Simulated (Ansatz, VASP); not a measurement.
One calculation of Ir, two programs

```
CELL_PARAMETERS angstrom
0.00000 1.91560 1.91560
1.91560 0.00000 1.91560
1.91560 1.91560 0.00000
ATOMIC_POSITIONS crystal
Ir 0.00000 0.00000 0.00000
```

Alike in both runs: task relaxation of cell and atoms; functional PBE; dispersion D4; k mesh 12 × 12 × 12; occupations fermi-dirac, width 0.05 eV; no spin polarisation.

|  | VASP | Ansatz |
| --- | --- | --- |
| version | VASP 6.6.1 | Ansatz 0.2.0 |
| potentials or method | VASP PAW PBE potentials, release 64 (Ir), cutoff 600 eV | all-electron LAPW, scalar-relativistic |

Ansatz gave:

```
relaxed volume (Å³/atom)                                     : 14.11
relaxed cell length with the largest relative difference (Å) : 2.713
```

Task: Which values does VASP return?

Result: Relaxed volume (Å³/atom): 14.14; relaxed cell length with the largest relative difference (Å): 2.714.

Ansatz ran all-electron here, and VASP with PAW potentials.

Neither program's run includes spin-orbit coupling.
